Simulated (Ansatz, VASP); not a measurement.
**One calculation of TlBr, two programs**

POSCAR

```
TlBr
1.0
    3.9461933146      0.0000000000      0.0000000000
    0.0000000000      3.9461933146      0.0000000000
    0.0000000000      0.0000000000      3.9461933146
Tl Br
1 1
Direct
    0.0000000000      0.0000000000      0.0000000000
    0.5000000000      0.5000000000      0.5000000000
```

The input INCAR.step1:

```
PREC = Accurate ; ENCUT = 550
ISMEAR = 0 ; SIGMA = 0.01
LREAL = False ; LASPH = True
NELM = 120 ; NBANDS = 17
GGA = PE ; ALGO = Normal
EDIFF = 1E-5 ; LWAVE = True
LCHARG = False ; GGA_COMPAT = False
```

The input INCAR.step2:

```
PREC = Accurate ; ENCUT = 550
EDIFF = 1E-6 ; ISMEAR = 0
SIGMA = 0.01 ; LREAL = False
LASPH = True ; NELM = 120
ALGO = Normal ; ISIF = 2
LWAVE = False ; LCHARG = False
METAGGA = R2SCAN ; LMIXTAU = True
NBANDS = 17 ; ISTART = 1
GGA_COMPAT = False
```

File KPOINTS:

```
regular mesh
0
Gamma
  4 4 4
```

Input for Ansatz:

```yaml
crystal:
  lattice:
    - [3.9461933146, 0.0, 0.0]
    - [0.0, 3.9461933146, 0.0]
    - [0.0, 0.0, 3.9461933146]
  atoms:
    - { symbol: Tl, position: [0.0, 0.0, 0.0] }
    - { symbol: Br, position: [0.5, 0.5, 0.5] }
kpoints:
  mp_grid: { grid: [4, 4, 4] }
hamiltonian:
  xc: r2scan
scf:
  occupations: { method: fixed }
  n_extra_bands: 4
output:
  forces: true
  stress: true
  eigenvalues: true
```

Alike in both runs: task single point; functional r2SCAN; k mesh 4 × 4 × 4; no spin polarisation.

```csv
,VASP,Ansatz
version,VASP 6.6.1,Ansatz 0.2.0
potentials or method,"VASP PAW PBE potentials, release 64 (Tl_d, Br)","plane waves, PAW"
plane-wave cutoff (eV),550,500
occupations,"gaussian, width 0.01 eV",fixed
valence electrons in the cell,20,20
```

```csv
,VASP,Ansatz,Ansatz less VASP
gap on the k mesh at the Fermi level (eV),2.23,2.22,-0.006
pressure (GPa),1.1,1.1,+0.03
```

VASP's potentials were made for PBE, not for r2SCAN.

Neither program's run includes spin-orbit coupling.
